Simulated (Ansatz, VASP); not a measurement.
**One calculation of ZnSe, two programs**

```
CELL_PARAMETERS angstrom
0.00000 2.83242 2.83242
2.83242 0.00000 2.83242
2.83242 2.83242 0.00000
ATOMIC_POSITIONS crystal
Zn 0.00000 0.00000 0.00000
Se 0.25000 0.25000 0.25000
```

Alike in both runs: task single point; functional PBE-based screened hybrid; k mesh 4 × 4 × 4; no spin polarisation.

|  | VASP | Ansatz |
| --- | --- | --- |
| version | VASP 6.6.1 | Ansatz 0.2.0 |
| potentials or method | VASP PAW PBE potentials, release 64 (Zn, Se) | plane waves |
| plane-wave cutoff (eV) | 520 | 420 |
| occupations | gaussian, width 0.01 eV | fixed |
| valence electrons in the cell | 18 | 28 |

|  | VASP | Ansatz | Ansatz less VASP |
| --- | --- | --- | --- |
| gap on the k mesh at the Fermi level (eV) | 1.42 | 1.42 | 0.000 |
| pressure (GPa) | 2.6 | 2.5 | -0.19 |

VASP's potentials were made for PBE, not for PBE-based screened hybrid. VASP's potentials hold 18 valence electrons a cell and Ansatz's 28, so a difference there can come from the potentials and not from the codes. Ansatz's warnings: stress exchange threshold loose, stress scf threshold loose.

The k mesh is coarse, so the values compare programs but aren't converged.
